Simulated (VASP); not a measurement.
Set up this calculation in VASP 6.6.1, as the native input.

```
Task                   : single point
Functional             : r2SCAN
Potentials or basis    : VASP PAW PBE potentials, release 64 (Ni)
Cutoff                 : 520 eV
k mesh                 : 10 × 10 × 15
Occupations            : fermi-dirac, width 0.05 eV
Spin                   : collinear spin, ferromagnetic start
Starting moments       : [0.783, 0.791, 0.791] μB
Dipole correction      : no
Further INCAR settings : ALGO = Normal; EDIFF = 1e-06; NBANDS = 26
```

Ni:

```xyz
3
Lattice="3.9878 0.0000 0.0000 -1.9939 3.4536 0.0000 0.0000 0.0000 2.4265" Properties=species:S:1:pos:R:3 pbc="T T T"
Ni    1.9939    3.4536    0.0000
Ni    0.0000    2.3024    1.2133
Ni    1.9939    1.1512    1.2133
```

This cell differs from its parent crystal: volume scaled by 1.04.

These files were run (other wordings do the same):

POSCAR

```
Ni
1.0
    3.9878314185      0.0000000000      0.0000000000
   -1.9939157092      3.4535633144      0.0000000000
    0.0000000000      0.0000000000      2.4265037372
Ni
3
Direct
    1.0000000000      1.0000000000      0.0000000000
    0.3333333333      0.6666666667      0.5000000000
    0.6666666667      0.3333333333      0.5000000000
```

INCAR.step1

```
PREC     = Accurate       # precision mode
ENCUT    = 520            # plane-wave cutoff, eV
ISMEAR   = -1             # smearing method
SIGMA    = 0.05           # smearing width, eV
LREAL    = False          # projectors in reciprocal space
LASPH    = True           # aspherical terms in the spheres
NELM     = 150            # most SCF steps
ISPIN    = 2              # spin polarisation
MAGMOM   = 0.783 0.791 0.791 # initial moments
LMAXMIX  = 4              # l up to which the mixer works
NBANDS   = 26             # bands
GGA      = PE             # functional
ALGO     = Normal         # electronic algorithm
EDIFF    = 1E-4           # SCF threshold, eV
LWAVE    = True           # write WAVECAR
LCHARG   = False          # write CHGCAR
```

INCAR.step2

```
PREC     = Accurate       # precision mode
ENCUT    = 520            # plane-wave cutoff, eV
EDIFF    = 1E-6           # SCF threshold, eV
ISMEAR   = -1             # smearing method
SIGMA    = 0.05           # smearing width, eV
LREAL    = False          # projectors in reciprocal space
LASPH    = True           # aspherical terms in the spheres
NELM     = 150            # most SCF steps
ALGO     = Normal         # electronic algorithm
ISIF     = 2              # what is computed and relaxed
LWAVE    = False          # write WAVECAR
LCHARG   = True           # write CHGCAR
ISPIN    = 2              # spin polarisation
MAGMOM   = 0.783 0.791 0.791 # initial moments
LORBIT   = 11             # projections on sites
LMAXMIX  = 4              # l up to which the mixer works
METAGGA  = R2SCAN         # meta-GGA
LMIXTAU  = True         
LELF     = True           # ELF
LVHAR    = True         
NBANDS   = 26             # bands
ISTART   = 1
```

KPOINTS

```
Automatic mesh
0
Gamma
  10 10 15
```

Potentials or basis: VASP PAW PBE potentials, release 64 (Ni).

Command:

```bash
$ cat potpaw_PBE.64/Ni/POTCAR > POTCAR
$ cp INCAR.step1 INCAR
$ mpirun -np 1 vasp_std > vasp.out
$ cp INCAR.step2 INCAR
$ mpirun -np 1 vasp_std > vasp.out
```

Results of the run:

The pressure is -6.9 GPa, the net moment is 2.12 μB per cell and the site moments are Ni +0.72, +0.73 μB. The valence electrons inside the program's atomic spheres are Ni 9.26, 9.36.

Caveat: the PAW data sets were made with another functional, which shifts forces and pressure a little.

Wall time 12 min on 1 thread of Intel(R) Xeon(R) Platinum 8259CL CPU @ 2.50GHz (Skylake/Cascade Lake) (shared host), peak memory 0.26 GiB.
